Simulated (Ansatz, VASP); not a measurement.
**One calculation of Ta2Au, two programs**

```xyz
6
Lattice="0.0000 3.8389 3.8389 3.8389 0.0000 3.8389 3.8389 3.8389 0.0000" Properties=species:S:1:pos:R:3 pbc="T T T"
Ta    0.9597    0.9597    0.9597
Ta    0.9597    2.8792    2.8792
Ta    2.8792    2.8792    0.9597
Ta    2.8792    0.9597    2.8792
Au    3.8389    3.8389    3.8389
Au    5.7584    5.7584    5.7584
```

Alike in both runs: functional PBE; k mesh 8 × 8 × 8; occupations gaussian, width 0.1 eV; no spin polarisation.

Ansatz relaxed the structure, and its values are those at the end. VASP's run is a single point on that final structure, the one shown.

|  | VASP | Ansatz |
| --- | --- | --- |
| version | VASP 6.6.1 | Ansatz 0.2.0 |
| potentials or method | VASP PAW PBE potentials, release 64 (Ta_pv, Au), cutoff 520 eV | scalar-relativistic, plane waves, PAW |
| valence electrons in the cell | 66 | 90 |

Ansatz gave:

```
gap on the k mesh at the Fermi level (eV) : none
pressure (GPa)                            : 0.0
```

Q: What did VASP give for the same quantities?

A: gap on the k mesh at the Fermi level (eV): none; pressure (GPa): 0.1.

A gap of «none» marks a metal or a gap that the smearing closes. VASP's potentials hold 66 valence electrons a cell and Ansatz's 90, so a difference there can come from the potentials and not from the codes.

Neither program's run includes spin-orbit coupling.
